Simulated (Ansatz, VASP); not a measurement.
## Two plane-wave programs on SnO2

```
Sn O
1.0
     4.78828    0.00000    0.00000
     0.00000    5.82257    0.00000
     0.00000    0.00000    5.30712
Sn O
4 8
Direct
  0.50000 0.66522 0.75000
  0.00000 0.83478 0.25000
  0.50000 0.33478 0.25000
  0.00000 0.16522 0.75000
  0.73008 0.60728 0.07838
  0.23008 0.89272 0.92162
  0.76992 0.89272 0.57838
  0.26992 0.60728 0.42162
  0.73008 0.39272 0.57838
  0.23008 0.10728 0.42162
  0.76992 0.10728 0.07838
  0.26992 0.39272 0.92162
```

Alike in both runs: functional PBE; k mesh 4 × 4 × 4; occupations gaussian, width 0.1 eV; no spin polarisation.

Ansatz relaxed the structure, and its values are those at the end. VASP's run is a single point on that final structure, the one shown.

|  | VASP | Ansatz |
| --- | --- | --- |
| version | VASP 6.6.1 | Ansatz 0.2.0 |
| potentials or method | VASP PAW PBE potentials, release 64 (Sn_d, O), cutoff 520 eV | scalar-relativistic, plane waves, PAW |
| valence electrons in the cell | 104 | 104 |

```csv
,VASP,Ansatz,Ansatz less VASP
gap on the k mesh at the Fermi level (eV),1.00,1.01,+0.011
least direct gap on the mesh (eV),1.00,1.01,+0.011
pressure (GPa),0.6,0.0,-0.60
rms of the force components (eV/Å),0.010,0.012,+0.0029
```
